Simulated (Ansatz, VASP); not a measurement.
# One calculation of NbP, two programs

```
Nb P
1.0
     0.00000    2.76341    2.76341
     2.76341    0.00000    2.76341
     2.76341    2.76341    0.00000
Nb P
1 1
Direct
  0.00000 0.00000 0.00000
  0.25000 0.25000 0.25000
```

Alike in both runs: task single point; functional PBEsol; k mesh 10 × 10 × 10; no spin polarisation.

```csv
,VASP,Ansatz
version,VASP 6.6.1,Ansatz 0.2.0
potentials or method,"VASP PAW PBE potentials, release 64 (Nb_sv, P), cutoff 520 eV","scalar-relativistic, plane waves, PAW"
occupations,tetrahedron,tetrahedron-uncorrected
valence electrons in the cell,18,18
```

Ansatz gave:

```
gap on the k mesh at the Fermi level (eV) : none
pressure (GPa)                            : 0.1
```

Question: Which values does VASP return?

Answer: gap on the k mesh at the Fermi level (eV): none; pressure (GPa): 0.0.

VASP's potentials were made for PBE, not for PBEsol. A gap of «none» marks a metal or a gap that the smearing closes. Ansatz's warnings: band table not solved further.
